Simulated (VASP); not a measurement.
The system is Ga4P3N.

```
N Ga P
1.0
     5.26915    0.00000    0.00000
     0.00000    5.26915    0.00000
     0.00000    0.00000    5.26915
N Ga P
1 4 3
Direct
  0.00000 0.00000 0.00000
  0.77201 0.77201 0.77201
  0.22799 0.22799 0.77201
  0.22799 0.77201 0.22799
  0.77201 0.22799 0.22799
  0.50000 0.50000 0.00000
  0.50000 0.00000 0.50000
  0.00000 0.50000 0.50000
```

```yaml
Program: VASP 6.6.1
Task: relaxation of cell and atoms
Functional: r2SCAN
Potentials_or_basis: VASP PAW PBE potentials, release 64 (N, Ga_d, P)
Cutoff: 600 eV
k_mesh: 4 × 4 × 4
Occupations: fermi-dirac, width 0.02 eV
Spin: no spin polarisation
```

At the start: pressure -3.0 GPa; volume 18.29 Å³/atom.

Question: Where does the relaxation end?

Answer: Over 5 steps the energy falls by 5.5 meV/atom and the volume is 17.73 Å³/atom (-3.0 %); space group P-43m (No. 215, to 0.05 Å).

The path:
```tsv
step	energy change (eV)	largest force (eV/Å)	pressure (GPa)	volume (Å³)
1	0.0000	0.0485	-3.02	146.29
2	-0.0268	0.0697	2.13	139.12
3	-0.0442	0.0242	0.04	141.79
4	-0.0442	0.0214	-0.06	141.88
5	-0.0443	0.0034	-0.01	141.86
```

Final structure:
```
N Ga P
1.0
     5.21544    0.00000    0.00000
     0.00000    5.21544    0.00000
     0.00000    0.00000    5.21544
N Ga P
1 4 3
Cartesian
  0.0000 5.2154 0.0000
  4.0261 4.0261 4.0261
  1.1893 1.1893 4.0261
  1.1893 4.0261 1.1893
  4.0261 1.1893 1.1893
  2.6077 2.6077 0.0000
  2.6077 5.2154 2.6077
  0.0000 2.6077 2.6077
```

Caveat: the PAW data sets were made with another functional, which shifts forces and pressure a little.
